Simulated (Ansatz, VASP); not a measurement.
## Two plane-wave programs on KBe2Br

Contents of INCAR:

```
SYSTEM = KBe2Br
PREC = Accurate
ENCUT = 520
EDIFF = 1E-6
ISMEAR = 0
SIGMA = 0.1
LREAL = .FALSE.
LASPH = .TRUE.
NELM = 100
ALGO = Normal
ISIF = 2
LWAVE = .FALSE.
LCHARG = .FALSE.
GGA = PE
NBANDS = 18
```

File KPOINTS:

```
Automatic mesh
0
G
  12 12 10
  0 0 0
```

File POSCAR:

```
KBe2Br
1.0
    2.1866253257     -6.6446768194      0.0000000000
    2.1866253257      6.6446768194      0.0000000000
    0.0000000000      0.0000000000      4.5888265767
K Be Br
1 2 1
Direct
    0.0000000000      0.0000000000      0.0000000000
    0.0000000000      0.5000000000      0.0000000000
    0.5000000000      0.0000000000      0.0000000000
    0.5000000000      0.5000000000      0.5000000000
```

Input for Ansatz:

```yaml
crystal:
  lattice:
    - [2.1866253257, -6.6446768194, 0.0]
    - [2.1866253257, 6.6446768194, 0.0]
    - [0.0, 0.0, 4.5888265767]
  atoms:
    - { symbol: K, position: [0.0, 0.0, 0.0] }
    - { symbol: Be, position: [0.0, 0.5, 0.0] }
    - { symbol: Be, position: [0.5, 0.0, 0.0] }
    - { symbol: Br, position: [0.5, 0.5, 0.5] }
basis:
  ecutwfc: 420
kpoints:
  mp_grid: { grid: [12, 12, 10] }
  band_path:
    path:
      - [[0.0, 0.0, 0.0], [-0.5, 0.5, 0.0], [-0.27707329, 0.72292671, 0.0]]
      - [[0.27707329, 0.27707329, 0.0], [0.0, 0.0, 0.0], [0.0, 0.0, 0.5], [0.27707329, 0.27707329, 0.5]]
      - [[-0.27707329, 0.72292671, 0.5], [-0.5, 0.5, 0.5], [-0.5, 0.5, 0.0]]
      - [[0.0, 0.0, 0.0], [0.0, 0.5, 0.0], [0.0, 0.5, 0.5], [0.0, 0.0, 0.5], [-0.5, 0.5, 0.5]]
    npoints: 14
hamiltonian:
  xc: pbe
scf:
  occupations: { method: gaussian, width: 0.1 }
  n_extra_bands: 10
output:
  forces: true
  stress: true
  eigenvalues: true
  populations: true
  dos: { projected: true, de: 0.02, nscf_kmesh: { grid: [15, 15, 12] } }
  bader: true
  write_density: true
  write_potential: true
  elf: true
  volumetric_format: npy
```

Alike in both runs: task single point; functional PBE; k mesh 12 × 12 × 10; occupations gaussian, width 0.1 eV; no spin polarisation.

```csv
,VASP,Ansatz
version,VASP 6.6.1,Ansatz 0.2.0
potentials or method,"VASP PAW PBE potentials, release 64 (K_sv, Be, Br), cutoff 520 eV","scalar-relativistic, plane waves, PAW"
valence electrons in the cell,20,20
```

|  | VASP | Ansatz | Ansatz less VASP |
| --- | --- | --- | --- |
| gap on the k mesh at the Fermi level (eV) | none | none | - |
| pressure (GPa) | 0.0 | 0.0 | -0.03 |

A gap of «none» marks a metal or a gap that the smearing closes.
